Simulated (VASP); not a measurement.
# Nd4O (P1) in VASP: relaxation of cell and atoms with PBE

Aim: the relaxation of cell and atoms of Nd4O with PBE.

All numbers are computed with VASP 6.6.1; they aren't measurements. Logs are shortened: lines on timing, memory, paths and dates and some standing lists are left out, and cuts for length are marked.

**1. The cell of the first run**

The typed cell holds 10 atoms: a = 5.140 Å, b = 5.174 Å, c = 10.306 Å, α = 88.00°, β = 91.51°, γ = 87.16°.

**2. Relaxation of cell and atoms, PBE**

Contents of INCAR:

```
ALGO = Normal ; EDIFF = 1E-7
EDIFFG = -0.025 ; ENCUT = 600
GGA = PE ; GGA_COMPAT = F
IBRION = 2 ; ISIF = 3
ISMEAR = 0 ; LASPH = T
LCHARG = F ; LMAXMIX = 6
LREAL = F ; LWAVE = F
NELM = 200 ; NELMIN = 4
NSW = 80 ; PREC = Accurate
SIGMA = 0.2
```

Contents of KPOINTS:

```
k-points
0
Gamma
  4 4 2
```

Contents of POSCAR:

```
Nd4O
1.0
   -5.1383135150      0.0687616435     -0.1286153497
   -0.1286153497     -0.0910830124     -5.1720279545
    0.1375232869    -10.3030272932     -0.1821660248
Nd O
8 2
Direct
   -0.0313766271      0.4715154104      0.7578421239
    0.0245664833      0.5014272207      0.2551081067
    0.5062855863      0.4931612364      1.0082424156
    0.5261829295      0.5140152278      0.5103156826
    0.5077404603      0.0016888097      0.7196620493
    0.4986116967      0.0277102747      0.2650743157
    0.9982446253      1.0216631314      1.0043305585
    0.9850224485      0.9886345731      0.5014002993
    0.4807921576      0.4908903475      0.7363626879
    0.5039302397      0.4892937683      0.2416617606
```

Potentials or basis: VASP PAW PBE potentials, release 64 (Nd_3, O), 4f in core.

Started as:

```sh
$ cat potpaw_PBE.64/Nd_3/POTCAR potpaw_PBE.64/O/POTCAR > POTCAR
$ mpirun -np 1 vasp_std > vasp.out
```

OUTCAR:

```text
EDIFF = 1E-7
   EDIFFG = -0.025
   ENCUT = 600
   GGA = PE
   IBRION = 2
   ISIF = 3
   ISMEAR = 0
   LASPH = T
   LREAL = F
   NELM = 200
   NELMIN = 4
   NSW = 80
   PREC = Accurate

 ion  position               nearest neighbor table
   1  0.969  0.472  0.758-   9 2.51   9 2.65   4 3.37   7 3.38   5 3.50   5 3.54   3 3.55   5 3.63
                             8 3.70   8 3.70   3 3.74
   2  0.025  0.501  0.255-  10 2.47  10 2.68   6 3.37   3 3.60   8 3.62   3 3.64   4 3.64   8 3.64
                             7 3.65   7 3.66   4 3.72   6 3.74   6 3.75   6 3.75
   3  0.506  0.493  0.008-  10 2.41   9 2.80   7 3.43   6 3.52   1 3.55   2 3.60   2 3.64   7 3.66
                             7 3.68   1 3.74
   4  0.526  0.514  0.510-   9 2.35  10 2.78   5 3.37   1 3.37   5 3.38   8 3.49   8 3.51   6 3.60
                             8 3.62   6 3.63   2 3.64   2 3.72
   5  0.508  0.002  0.720-   9 2.54   9 2.65   4 3.37   8 3.37   4 3.38   8 3.46   1 3.50   1 3.54
                             1 3.63
   6  0.499  0.028  0.265-  10 2.39  10 2.80   2 3.37   8 3.44   3 3.52   4 3.60   4 3.63   8 3.65
                             7 3.67   2 3.74   2 3.75   2 3.75   7 3.77
   7  0.998  0.022  0.004-   1 3.38   3 3.43   2 3.65   2 3.66   3 3.66   6 3.67   3 3.68   6 3.77

   8  0.985  0.989  0.501-   5 3.37   6 3.44   5 3.46   4 3.49   4 3.51   4 3.62   2 3.62   2 3.64
                             6 3.65   1 3.70   1 3.70
   9  0.481  0.491  0.736-   4 2.35   1 2.51   5 2.54   5 2.65   1 2.65   3 2.80
  10  0.504  0.489  0.242-   6 2.39   3 2.41   2 2.47   2 2.68   4 2.78   6 2.80

  LATTYP: Found a triclinic cell.
 ALAT       =     7.1104596704
 B/A-ratio  =     0.7277206855
 C/A-ratio  =     1.6365520413
 COS(alpha) =     0.0090197505
 COS(beta)  =     0.3427323236
 COS(gamma) =     0.6918491683

  Lattice vectors:

 A1 = (  -5.0096981653,   0.1598446559,   5.0434126048)
 A2 = (   0.1286153497,   0.0910830124,   5.1720279545)
 A3 = (  -5.2758368019,  10.3717889367,   0.0535506751)

Analysis of symmetry for initial positions (statically):
=====================================================================
 Subroutine PRICEL returns:
 Original cell was already a primitive cell.

 Routine SETGRP: Setting up the symmetry group for a
 triclinic supercell.

 Subroutine GETGRP returns: Found  1 space group operations
 (whereof  1 operations were pure point group operations)
 out of a pool of  2 trial point group operations.

The static configuration has the point symmetry C_1 .

Analysis of symmetry for dynamics (positions and initial velocities):
=====================================================================
 Subroutine PRICEL returns:
 Original cell was already a primitive cell.

 Routine SETGRP: Setting up the symmetry group for a
 triclinic supercell.

 Subroutine GETGRP returns: Found  1 space group operations
 (whereof  1 operations were pure point group operations)
 out of a pool of  2 trial point group operations.

The dynamic configuration has the point symmetry C_1 .

 Subroutine INISYM returns: Found  1 space group operations
 (whereof  1 operations are pure point group operations),
 and found     1 'primitive' translations

----------------------------------------------------------------------------------------

                                     Primitive cell

  volume of cell :     273.5003

  direct lattice vectors                    reciprocal lattice vectors
    -5.138313515  0.068761643 -0.128615350    -0.194774755 -0.002686299  0.004890867
    -0.128615350 -0.091083012 -5.172027954     0.004890867  0.003487067 -0.193530789
     0.137523287-10.303027293 -0.182166025    -0.001343150 -0.097107607  0.001743533

  length of vectors
     5.140382851  5.174428585 10.305555226     0.194854669  0.193623983  0.097132545

  position of ions in fractional coordinates (direct lattice)
     0.968623373  0.471515410  0.757842124
     0.024566483  0.501427221  0.255108107
     0.506285586  0.493161236  0.008242416
     0.526182930  0.514015228  0.510315683
     0.507740460  0.001688810  0.719662049
     0.498611697  0.027710275  0.265074316
     0.998244625  0.021663131  0.004330559
     0.985022448  0.988634573  0.501400299
     0.480792158  0.490890347  0.736362688
     0.503930240  0.489293768  0.241661761

  ion indices of the primitive-cell ions
   primitive index   ion index
[... 25 lines left out ...]

  Length of vectors
     0.048713667  0.048405996  0.048566273

  Shift w.r.t. Gamma in fractional coordinates (k-lattice)
     0.000000000  0.000000000  0.000000000

 Subroutine IBZKPT returns following result:
 ===========================================

 Found     20 irreducible k-points:

 Following reciprocal coordinates:
            Coordinates               Weight
  0.000000  0.000000  0.000000      1.000000
  0.250000 -0.000000  0.000000      2.000000
  0.500000 -0.000000  0.000000      1.000000
  0.000000  0.250000  0.000000      2.000000
  0.250000  0.250000  0.000000      2.000000
  0.500000  0.250000  0.000000      2.000000
[... 12 lines left out ...]
  0.250000  0.500000  0.500000      2.000000
  0.500000  0.500000  0.500000      1.000000
   k-points           NKPTS =     20   k-points in BZ     NKDIM =     20   number of bands    NBANDS=     60
   number of dos      NEDOS =    301   number of ions     NIONS =     10
   total plane-waves  NPLWV = 148176
   dimension x,y,z NGX =    42 NGY =   42 NGZ =   84
   dimension x,y,z NGXF=    84 NGYF=   84 NGZF=  168
   ions per type =               8   2
   NGX,Y,Z   is equivalent  to a cutoff of  13.58, 13.49, 13.55 a.u.
   NGXF,Y,Z  is equivalent  to a cutoff of  27.17, 26.99, 27.10 a.u.
 SYSTEM =  unknown system
   PREC   = accura    normal or accurate (medium, high low for compatibility)
   ISTART =      0    job   : 0-new  1-cont  2-samecut
   ICHARG =      2    charge: 1-file 2-atom 10-const
   ISPIN  =      1    spin polarized calculation?
   LNONCOLLINEAR =      F non collinear calculations
   LSORBIT =      F    spin-orbit coupling
   LASPH  =      T    aspherical Exc in radial PAW
   ENCUT  =  600.0 eV  44.10 Ry    6.64 a.u.  10.27 10.33 20.58*2*pi/ulx,y,z
   NELM   =    200;   NELMIN=  4; NELMDL= -5     # of ELM steps
   EDIFF  = 0.1E-06   stopping-criterion for ELM
   LREAL  =      F    real-space projection
   EDIFFG = -.3E-01   stopping-criterion for IOM
   NSW    =     80    number of steps for IOM
   IBRION =      2    ionic relax: 0-MD 1-quasi-New 2-CG
   NFREE  =      1    steps in history (QN), initial steepest desc. (CG)
   ISIF   =      3    stress and relaxation
   ISYM   =      2    0-nonsym 1-usesym 2-fastsym
   POTIM  = 0.5000    time-step for ionic-motion
   TEBEG  =    0.0;   TEEND  =   0.0 temperature during run
   PSTRESS=    0.0 pullay stress
   NELECT =     100.0000    total number of electrons
   NUPDOWN=      -1.0000    fix difference up-down
   EMIN   =  10.00;   EMAX   =-10.00  energy-range for DOS
   EFERMI =   0.00;   METHOD = LEGACY
   ISMEAR =     0;   SIGMA  =   0.20  broadening in eV -4-tet -1-fermi 0-gaus
   EFERMI_NEDOS =   21; number of points for ismear=-14 and -15
   IALGO  =     38    algorithm
   IMIX   =      4    mixing-type and parameters
     AMIX     =   0.40;   BMIX     =  1.00
     AMIX_MAG =   1.60;   BMIX_MAG =  1.00
  volume/ion in A,a.u.               =      27.35       184.57
  Fermi-wavevector in a.u.,A,eV,Ry     =   1.170637  2.212183 18.645300  1.370391
  Thomas-Fermi vector in A             =   2.307093
   LORBIT       =      0    0 simple, 1 ext, 2 COOP (PROOUT), +10 PAW based schemes
   GGA     = PE    functional components
   LHFCALC =     F    Hartree Fock is set to
   AEXX    =    0.0000 exact exchange contribution
   IVDW    =     0    specifies the selected vdW correction
   LEPSILON=     F    determine dielectric tensor
   LRPA    =     F    only Hartree local field effects (RPA)
 conjugate gradient relaxation of ions
 non-spin polarized calculation
 Gauss-broadening in eV      SIGMA  =   0.20
  energy-cutoff  :      600.00
  volume of cell :      273.50
 maximum number of plane-waves:      9160
 NGX is ok and might be reduce to    42
   NGX = 21   NGY = 21   NGZ = 41

--------------------------------------- Ionic step        1  -------------------------------------------

 number of electron     100.0000003 magnetization

 Free energy of the ion-electron system (eV)
  ---------------------------------------------------
  ext. energy  EPLUGINS =         0.00000000
  ---------------------------------------------------
  free energy    TOTEN  =       -57.68805269 eV

  energy without entropy =      -57.50299589  energy(sigma->0) =      -57.59552429

------------------------ aborting loop because EDIFF is reached ----------------------------------------

  FORCE on cell =-STRESS in cart. coord.  units (eV):
  Direction    XX          YY          ZZ          XY          YZ          ZX
  --------------------------------------------------------------------------------------
  -------------------------------------------------------------------------------------
  Total        0.3460286      1.1981817      0.9668352      1.4468684     -2.1470117     -2.7757965
  in kB        2.0270514      7.0190035      5.6637651      8.4758219    -12.5772932    -16.2607437
  external PRESSURE =       4.9032733 kB  Pullay stress =       0.0000000 kB
[... 75 lines left out ...]
--------------------------------------- Ionic step        3  -------------------------------------------

 number of electron     100.0000000 magnetization

 E-fermi :   3.7767     XC(G=0):  -9.9527

 val. band max:        3.7764377081   @ k =   0.5000  -0.0000   0.5000
 cond. band min:       3.7798270953   @ k =   0.2500   0.5000   0.0000
 fundamental gap:      0.0033893872
 Fermi energy:         3.7766509722

 k-point     1 :       0.0000    0.0000    0.0000
  band No.  band energies     occupation
      1     -34.2228      2.00000
      2     -34.1623      2.00000
      3     -34.1350      2.00000
      4     -34.0894      2.00000
      5     -34.0418      2.00000
      6     -34.0301      2.00000
[... 1286 lines left out ...]
  FREE ENERGIE OF THE ION-ELECTRON SYSTEM (eV)
  ---------------------------------------------------
  free  energy   TOTEN  =       -58.3210452422 eV

  energy  without entropy=      -58.1100009900  energy(sigma->0) =      -58.21552312

[... ionic steps 4 to 11 ...]

--------------------------------------- Ionic step       12  -------------------------------------------

 number of electron      99.9999995 magnetization

------------------------ aborting loop because EDIFF is reached ----------------------------------------
[... 83 lines left out ...]
--------------------------------------- Ionic step       14  -------------------------------------------

 number of electron      99.9999985 magnetization

 Free energy of the ion-electron system (eV)
  ---------------------------------------------------
  ext. energy  EPLUGINS =         0.00000000
  ---------------------------------------------------
  free energy    TOTEN  =       -58.55735545 eV

  energy without entropy =      -58.34868330  energy(sigma->0) =      -58.45301938

 E-fermi :   4.0113     XC(G=0): -10.1399

 val. band max:        4.0034808805   @ k =   0.0000   0.5000   0.5000
 cond. band min:       4.1453925273   @ k =   0.5000  -0.0000   0.5000
 fundamental gap:      0.1419116468
 Fermi energy:         4.0113457485

 k-point     1 :       0.0000    0.0000    0.0000
  band No.  band energies     occupation
      1     -33.8857      2.00000
      2     -33.8178      2.00000
      3     -33.7742      2.00000
      4     -33.7167      2.00000
      5     -33.7157      2.00000
      6     -33.7141      2.00000
[... 1286 lines left out ...]
  FREE ENERGIE OF THE ION-ELECTRON SYSTEM (eV)
  ---------------------------------------------------
  free  energy   TOTEN  =       -58.5573554496 eV

  energy  without entropy=      -58.3486833007  energy(sigma->0) =      -58.45301938

 reached required accuracy - stopping structural energy minimisation
```

Run time: 44 min. Hardware: 1 thread of Intel Xeon 6975P-C (Granite Rapids), shared host; peak memory 0.62 GiB.

What came out:

```yaml
Free_energy: -58.5574 eV
Relaxed_volume: 26.97 Å³/atom
Relaxed_cell: a = 5.126 Å, b = 5.129 Å, c = 10.257 Å, α = 89.98°, β = 90.01°, γ = 89.98°
Space_group_after_relaxing_to_0.1_Å: Pm-3m (No. 221)
Energy_gained_by_relaxing: 86.9 meV/atom
Ionic_steps: 14
Pressure_after_relaxing: -0.1 GPa
Largest_force_after_relaxing: 0.022 eV/Å
Band_gap_on_the_k_mesh: zero (bands 50 and 51 overlap by 1.73 eV)
```

Forces on the atoms (eV/Å):
```
Nd  -0.015 -0.008 -0.008
Nd   0.016  0.000  0.011
Nd  -0.002  0.002 -0.010
Nd   0.000  0.008  0.003
Nd  -0.003  0.013 -0.001
Nd   0.006 -0.017  0.013
Nd   0.002 -0.006  0.003
Nd  -0.005  0.002 -0.008
O   -0.011  0.012 -0.008
O    0.012 -0.008  0.006
```

The path:
```
step  energy change (eV)  largest force (eV/Å)  pressure (GPa)  volume (Å³)
   1              0.0000                1.4442            0.49       273.50
   2             -0.4126                1.0537           -0.78       276.73
   3             -0.6330                0.5472           -2.06       281.39
   4             -0.7698                0.3140            1.04       264.70
   5             -0.7759                0.3424            0.46       267.42
   6             -0.8335                0.2401            0.27       268.19
   7             -0.8468                0.1758            0.15       268.74
   8             -0.8588                0.1182           -0.18       270.28
   9             -0.8615                0.0793           -0.41       271.44
  10             -0.8660                0.0552            0.18       268.46
  11             -0.8664                0.0588            0.05       269.14
  12             -0.8677                0.0456            0.04       269.15
  13             -0.8687                0.0292            0.04       269.16
  14             -0.8693                0.0218           -0.06       269.68
```

Final structure:
```
Nd O
1.0
    -5.12628    0.00087   -0.00196
     0.00018   -0.00084   -5.12905
    -0.00067  -10.25662   -0.00255
Nd O
8 2
Cartesian
  -5.1202 -7.6902 -2.5638
  -0.0068 -2.5647 -2.5705
  -2.5629 -0.0001 -2.5635
  -2.5631 -5.1300 -2.5672
  -2.5588 -7.6971 -5.1288
  -2.5686 -2.5589 -0.0069
  -0.0012 -10.2548 -0.0030
  -5.1253 -5.1292 -5.1309
  -2.5565 -7.6955 -2.5622
  -2.5705 -2.5623 -2.5711
```

Caveat: spin-orbit coupling is left out, which moves the levels of the heavy elements; the 4f electrons are frozen in the core, so they carry no moment and show no levels; the run has no spin polarisation, though such a crystal can be magnetic.

The gap in the log of VASP goes by the Fermi energy; the results here count the filled bands.